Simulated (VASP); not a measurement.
Crystal: GaN.

```
Ga N
1.0
     3.19000    0.00000    0.00000
    -1.59500    2.76262    0.00000
     0.00000    0.00000    5.19000
Ga N
2 2
Direct
  0.33333 0.66667 0.00000
  0.66667 0.33333 0.50000
  0.33333 0.66667 0.37700
  0.66667 0.33333 0.87700
```

```yaml
Program: VASP 6.6.1
Task: relaxation of cell and atoms
Functional: LDA
Potentials_or_basis: VASP PAW LDA potentials, release 64 (Ga_d, N)
Cutoff: 600 eV
k_mesh: 8 × 8 × 5
Occupations: gaussian, width 0.02 eV
Spin: no spin polarisation
```

At the start: pressure -5.5 GPa; volume 11.43 Å³/atom.

Question: How do energy, volume and symmetry change on relaxing?

Answer: Over 13 steps the energy falls by 5.9 meV/atom and the volume is 11.10 Å³/atom (-2.9 %); space group P6_3mc (No. 186, to 0.05 Å).

Step by step:
```csv
step,energy change (eV),largest force (eV/Å),pressure (GPa),volume (Å³)
1,0.0000,0.0105,-5.54,45.74
2,-0.0001,0.0296,6.08,43.17
3,-0.0234,0.0187,0.07,44.43
4,-0.0234,0.0186,-0.53,44.46
5,-0.0234,0.0043,-0.08,44.44
6,-0.0234,0.0012,-0.02,44.43
7,-0.0234,0.0119,0.10,44.41
8,-0.0234,0.0043,-0.06,44.42
9,-0.0234,0.0085,0.00,44.42
10,-0.0234,0.0047,0.01,44.42
11,-0.0234,0.0042,-0.04,44.42
12,-0.0235,0.0066,0.07,44.41
13,-0.0235,0.0004,-0.01,44.41
```

Final structure:
```yaml
crystal:
  lattice:
    - [3.15701, 0.00000, 0.00000]
    - [-1.57850, 2.73405, 0.00000]
    - [0.00000, 0.00000, 5.14554]
  atoms:
    - { symbol: Ga, position: [0.33333, 0.66667, 0.00027] }
    - { symbol: Ga, position: [0.66667, 0.33333, 0.50027] }
    - { symbol: N, position: [0.33333, 0.66667, 0.37673] }
    - { symbol: N, position: [0.66667, 0.33333, 0.87673] }
```
